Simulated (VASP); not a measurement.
Crystal: CaSe.

```
CELL_PARAMETERS angstrom
5.12473 0.00000 0.00000
-2.56236 4.33497 0.00000
0.00000 0.00000 5.87573
ATOMIC_POSITIONS crystal
Ca 0.33178 0.66357 0.93750
Ca 0.66822 0.33643 0.43750
Se 0.33114 0.66228 0.43750
Se 0.66886 0.33772 0.93750
```

This cell differs from its parent crystal: uniaxial x strain +2.4%.

Base run:

| Item | Value |
| --- | --- |
| Program | VASP 6.6.1 |
| Functional | PBE |
| Potentials or basis | VASP PAW PBE potentials, release 64 (Ca_sv, Se) |
| Cutoff | 520 eV |
| k mesh | 6 × 6 × 4 |
| Occupations | fermi-dirac, width 0.02 eV |
| Spin | no spin polarisation |

Its results: band gap on the k mesh 2.49 eV (least direct gap 2.52 eV); pressure -0.2 GPa.

Question: The run is repeated on the same cell with these changes: functional from PBE to r2SCAN; occupations from fermi-dirac, width 0.02 eV to gaussian, width 0.01 eV. What comes out?

Answer: Band gap on the k mesh 2.94 eV (least direct gap 2.98 eV); pressure -0.7 GPa.

Caveats: the structure was generated, so it needn't be the stable form of CaSe; the PAW data sets were made with another functional, which shifts forces and pressure a little (at least some runs).

A k mesh can miss the band edges.
